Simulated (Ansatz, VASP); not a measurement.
## Two plane-wave programs on HfB

Contents of INCAR:

```
SYSTEM = HfB
  ALGO = Normal
  EDIFF = 1E-6
  ENCUT = 520
  GGA = PE
  ISIF = 2
  ISMEAR = 0
  LASPH = .TRUE.
  LCHARG = .FALSE.
  LREAL = .FALSE.
  LWAVE = .FALSE.
  NBANDS = 14
  NELM = 60
  PREC = Accurate
  SIGMA = 0.15
```

The input KPOINTS:

```
k-points
0
G
  18 18 18
  0 0 0
```

Contents of POSCAR:

```
HfB
1.0
    0.0000000000      2.3446500000      2.3446500000
    2.3446500000      0.0000000000      2.3446500000
    2.3446500000      2.3446500000      0.0000000000
Hf B
1 1
Direct
    0.5000000000      0.5000000000      0.5000000000
    0.0000000000      0.0000000000      0.0000000000
```

Input for Ansatz:

```yaml
crystal:
  lattice:
    - [0.0, 2.34465, 2.34465]
    - [2.34465, 0.0, 2.34465]
    - [2.34465, 2.34465, 0.0]
  atoms:
    - { symbol: Hf, position: [0.5, 0.5, 0.5] }
    - { symbol: B, position: [0.0, 0.0, 0.0] }
basis:
  ecutwfc: 420
kpoints:
  mp_grid: { grid: [18, 18, 18] }
hamiltonian:
  xc: pbe
scf:
  occupations: { method: gaussian, width: 0.15 }
output:
  forces: true
  stress: true
  eigenvalues: true
```

Change from the starting cell: strain +0.015 along x and y, +0.015 along z, atoms carried along.

Alike in both runs: task single point; functional PBE; k mesh 18 × 18 × 18; occupations gaussian, width 0.15 eV; no spin polarisation.

```csv
,VASP,Ansatz
version,VASP 6.6.1,Ansatz 0.2.0
potentials or method,"VASP PAW PBE potentials, release 64 (Hf_pv, B), cutoff 520 eV","scalar-relativistic, plane waves, PAW"
valence electrons in the cell,13,29
```

|  | VASP | Ansatz | Ansatz less VASP |
| --- | --- | --- | --- |
| gap on the k mesh at the Fermi level (eV) | none | none | - |
| pressure (GPa) | 19.0 | 18.4 | -0.56 |

A gap of «none» marks a metal or a gap that the smearing closes. VASP's potentials hold 13 valence electrons a cell and Ansatz's 29, so a difference there can come from the potentials and not from the codes.

Spin-orbit coupling is off throughout.
